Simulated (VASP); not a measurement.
# Zn4HO4 in VASP: relaxation of the atoms with LDA

Aim: the relaxation of the atoms of Zn4HO4 with LDA.

Everything below comes from runs of VASP 6.6.1. Logs are shortened: lines on timing, memory, paths and dates and some standing lists are left out, and cuts for length are marked.

**1. The cell of the first run**

The cell holds a slab with vacuum, 9 atoms: a = 3.187 Å, b = 3.187 Å, c = 23.687 Å, α = 90.00°, β = 90.00°, γ = 120.00°.

**2. Relaxation of the atoms, LDA, collinear spin**

Input file INCAR:

```
SYSTEM = Zn4HO4
  PREC = Accurate
  ENCUT = 520
  EDIFF = 1E-7
  ISMEAR = 0
  SIGMA = 0.05
  LREAL = .False.
  LASPH = .True.
  NELM = 200
  ALGO = Normal
  ISIF = 2
  LWAVE = .False.
  LCHARG = .False.
  ISPIN = 2
  MAGMOM = 0 0 0 0 0 0 0 0 1
  LORBIT = 11
  LDIPOL = .True.
  IDIPOL = 3
  DIPOL = 0.5 0.5 0.371
  IBRION = 2
  NSW = 36
  EDIFFG = -0.025
  GGA_COMPAT = .False.
  NELMIN = 4
  NELMDL = -8
  KPAR = 4
```

Input file KPOINTS:

```
regular mesh
0
Gamma
  9 9 1
  0 0 0
```

Input file POSCAR:

```
Zn4HO4
1.0
    3.1873336251      0.0000000000      0.0000000000
   -1.5936668126      2.7603118897      0.0000000000
    0.0000000000      0.0000000000     23.6871766474
O Zn H
4 4 1
Selective dynamics
Direct
    0.3333333333      0.6666666667      0.1688677405  F F F
    0.6666666667      0.3333333333      0.2776361956  F F F
    0.3333333333      0.6666666667      0.3900077075  F F F
    0.6666666667      0.3333333333      0.4989401734  F F F
    0.6666666667      0.3333333333      0.1953153449  F F F
    0.3333333333      0.6666666667      0.3040838000  F F F
    0.6666666667      0.3333333333      0.4102106352  F F F
    0.3333333333      0.6666666667      0.5145052460  F F F
    0.3333333333      0.6666666667      0.5795193261  F F T
```

Potentials or basis: VASP PAW LDA potentials, release 64 (O, Zn, H).

Command:

```
$ cat potpaw_LDA.64/O/POTCAR potpaw_LDA.64/Zn/POTCAR potpaw_LDA.64/H/POTCAR > POTCAR
$ mpirun -np 4 vasp_std > vasp.out
```

OUTCAR:

```text
SYSTEM = Zn4HO4
   PREC = Accurate
   ENCUT = 520
   EDIFF = 1E-7
   ISMEAR = 0
   LREAL = .False.
   LASPH = .True.
   NELM = 200
   ISIF = 2
   ISPIN = 2
   LORBIT = 11
   IBRION = 2
   NSW = 36
   EDIFFG = -0.025
   NELMIN = 4
   NELMDL = -8

 ion  position               nearest neighbor table
   1  0.333  0.667  0.169-   5 1.94   5 1.94   5 1.94
   2  0.667  0.333  0.278-   6 1.94   6 1.94   6 1.94   5 1.95
   3  0.333  0.667  0.390-   7 1.90   7 1.90   7 1.90   6 2.04
   4  0.667  0.333  0.499-   8 1.88   8 1.88   8 1.88   7 2.10
   5  0.667  0.333  0.195-   1 1.94   1 1.94   1 1.94   2 1.95
   6  0.333  0.667  0.304-   2 1.94   2 1.94   2 1.94   3 2.04
   7  0.667  0.333  0.410-   3 1.90   3 1.90   3 1.90   4 2.10
   8  0.333  0.667  0.515-   9 1.54   4 1.88   4 1.88   4 1.88
   9  0.333  0.667  0.580-   8 1.54

  LATTYP: Found a hexagonal cell.
 ALAT       =     3.1873336251
 C/A-ratio  =     7.4316590083

  Lattice vectors:

 A1 = (   3.1873336251,   0.0000000000,   0.0000000000)
 A2 = (  -1.5936668126,   2.7603118897,   0.0000000000)
 A3 = (   0.0000000000,   0.0000000000,  23.6871766474)

Analysis of symmetry for initial positions (statically):
=====================================================================
 Subroutine PRICEL returns:
 Original cell was already a primitive cell.

 Routine SETGRP: Setting up the symmetry group for a
 hexagonal supercell.

 Subroutine GETGRP returns: Found  6 space group operations
 (whereof  6 operations were pure point group operations)
 out of a pool of 24 trial point group operations.

The static configuration has the point symmetry C_3v.

Analysis of symmetry for dynamics (positions and initial velocities):
=====================================================================
 Subroutine PRICEL returns:
 Original cell was already a primitive cell.

 Routine SETGRP: Setting up the symmetry group for a
 hexagonal supercell.

 Subroutine GETGRP returns: Found  6 space group operations
 (whereof  6 operations were pure point group operations)
 out of a pool of 24 trial point group operations.

The dynamic configuration has the point symmetry C_3v.

Analysis of constrained symmetry for selective dynamics:
=====================================================================
 Subroutine PRICEL returns:
 Original cell was already a primitive cell.

 Routine SETGRP: Setting up the symmetry group for a
 hexagonal supercell.

 Subroutine GETGRP returns: Found  6 space group operations
[... 171 lines left out ...]

------------------------ aborting loop because EDIFF is reached ----------------------------------------

  FORCE on cell =-STRESS in cart. coord.  units (eV):
  Direction    XX          YY          ZZ          XY          YZ          ZX
  --------------------------------------------------------------------------------------
  -------------------------------------------------------------------------------------
  Total        1.4334953      1.4334953      1.2133682     -0.0000000     -0.0000000      0.0000000
  in kB       11.0206668     11.0206668      9.3283369     -0.0000000     -0.0000000      0.0000000
  external PRESSURE =      10.4565568 kB  Pullay stress =       0.0000000 kB
[... 116 lines left out ...]
--------------------------------------- Ionic step        4  -------------------------------------------

 number of electron      72.9999967 magnetization       0.6309476

 dipolmoment           0.000000      0.000000     -0.099085 electrons x Angstroem

 Free energy of the ion-electron system (eV)
  ---------------------------------------------------
  ext. energy  EPLUGINS =         0.00000000
  ---------------------------------------------------
  free energy    TOTEN  =       -42.25523227 eV

  energy without entropy =      -42.24953901  energy(sigma->0) =      -42.25238564

 E-fermi :  -3.3416     XC(G=0):  -5.9322

 val. band max:       -3.3702803065   @ k =   0.2222  -0.0000   0.0000
 cond. band min:      -3.3084680350   @ k =   0.1111   0.1111   0.0000
 fundamental gap:      0.0618122715
 Fermi energy:        -3.3416269600

 spin component 1

 k-point     1 :       0.0000    0.0000    0.0000
  band No.  band energies     occupation
      1     -22.5468      1.00000
      2     -22.0879      1.00000
      3     -21.5081      1.00000
      4     -19.7334      1.00000
      5     -10.6794      1.00000
      6     -10.6794      1.00000
[... 553 lines left out ...]
     43       3.8431      0.00000
     44       4.8115      0.00000
 Fermi energy:        -3.3416269600

 spin component 2

 k-point     1 :       0.0000    0.0000    0.0000
  band No.  band energies     occupation
      1     -22.5183      1.00000
      2     -21.9977      1.00000
      3     -21.5069      1.00000
      4     -19.7368      1.00000
      5     -10.6604      1.00000
      6     -10.6604      1.00000
[... 553 lines left out ...]
     43       3.9996      0.00000
     44       4.8590      0.00000

------------------------ aborting loop because EDIFF is reached ----------------------------------------

 vacuum level on the upper side and lower side of the slab       (xc-potential included)        -1.004         0.989

  FORCE on cell =-STRESS in cart. coord.  units (eV):
  Direction    XX          YY          ZZ          XY          YZ          ZX
  --------------------------------------------------------------------------------------
  -------------------------------------------------------------------------------------
  Total        1.1929955      1.1929955     -0.5734032     -0.0000000     -0.0000000      0.0000000
  in kB        9.1717122      9.1717122     -4.4083058     -0.0000000     -0.0000000      0.0000000
  external PRESSURE =       4.6450395 kB  Pullay stress =       0.0000000 kB
[... 24 lines left out ...]
  FREE ENERGIE OF THE ION-ELECTRON SYSTEM (eV)
  ---------------------------------------------------
  free  energy   TOTEN  =       -42.2552322705 eV

  energy  without entropy=      -42.2495390076  energy(sigma->0) =      -42.25238564

 reached required accuracy - stopping structural energy minimisation

 vacuum level on the upper side and lower side of the slab         3.130         5.168

 total charge

# of ion       s       p       d       tot
------------------------------------------
    1        1.556   3.341   0.000   4.896
    2        1.542   3.453   0.000   4.995
    3        1.539   3.473   0.000   5.012
    4        1.544   3.471   0.000   5.015
    5        0.493   0.537   9.857  10.888
    6        0.480   0.522   9.908  10.910
    7        0.494   0.556   9.922  10.972
    8        0.545   0.606   9.888  11.039
    9        0.432   0.006   0.000   0.438
--------------------------------------------------
tot          8.625  15.965  39.576  64.166

 magnetization (x)

# of ion       s       p       d       tot
------------------------------------------
    1       -0.000  -0.002   0.000  -0.002
    2        0.000   0.000   0.000   0.000
    3       -0.000   0.002   0.000   0.002
    4        0.000   0.074   0.000   0.075
    5        0.000  -0.000  -0.001  -0.001
    6        0.000   0.000   0.000   0.000
    7       -0.001   0.002   0.004   0.006
    8        0.001   0.053   0.052   0.106
    9        0.192   0.001   0.000   0.193
--------------------------------------------------
tot          0.193   0.130   0.056   0.379
```

Run time: 3.4 min. Hardware: 4 MPI ranks of Intel Xeon 6975P-C (Granite Rapids), shared host; peak memory 0.38 GiB.

What came out:

```
Free energy                                           : -42.2552 eV
Energy gained by relaxing                             : 7.5 meV/atom
Ionic steps                                           : 4
Net moment                                            : 0.63 μB per cell
Site moments                                          : O -0.00, +0.00, +0.07 (each value once); Zn -0.00, +0.00, +0.01, +0.11; H +0.19 μB
Valence electrons inside the program's atomic spheres : O 4.90, 5.00, 5.01 (each value once); Zn 10.89, 10.91, 10.97, 11.04; H 0.44
```

Step by step:
```tsv
step	energy change (eV)	largest force on free atoms (eV/Å)	pressure (GPa)
1	0.0000	1.1010	1.05
2	-0.0442	0.5855	0.79
3	-0.0669	0.0521	0.43
4	-0.0671	0.0106	0.46
```

Final structure:
```cif
data_structure
_symmetry_space_group_name_H-M 'P 1'
_symmetry_Int_Tables_number 1
_cell_length_a 3.1873
_cell_length_b 3.1873
_cell_length_c 23.6872
_cell_angle_alpha 90.000
_cell_angle_beta 90.000
_cell_angle_gamma 120.000
_cell_volume 208.40
loop_
_atom_site_label
_atom_site_type_symbol
_atom_site_fract_x
_atom_site_fract_y
_atom_site_fract_z
_atom_site_occupancy
O1 O 0.33333 0.66667 0.16887 1
O2 O 0.66667 0.33333 0.27764 1
O3 O 0.33333 0.66667 0.39001 1
O4 O 0.66667 0.33333 0.49894 1
Zn1 Zn 0.66667 0.33333 0.19532 1
Zn2 Zn 0.33333 0.66667 0.30408 1
Zn3 Zn 0.66667 0.33333 0.41021 1
Zn4 Zn 0.33333 0.66667 0.51451 1
H1 H 0.33333 0.66667 0.58540 1
```

Levels at points of the mesh, in eV from the Fermi level:
Spin up:
```tsv
k point	band 34	band 35	band 36	band 37	band 38	band 39	band 40	band 41
(0.00, 0.00, 0.00)	-0.83	-0.40	0.44	0.44	1.10	2.63	3.72	4.90
```
Spin down:
| k point | band 33 | band 34 | band 35 | band 36 | band 37 | band 38 | band 39 | band 40 |
| --- | --- | --- | --- | --- | --- | --- | --- | --- |
| (0.00, 0.00, 0.00) | -0.82 | -0.82 | -0.27 | 0.44 | 0.44 | 1.21 | 2.73 | 3.81 |

Caveat: a moment this small can come from the mesh or the smearing.
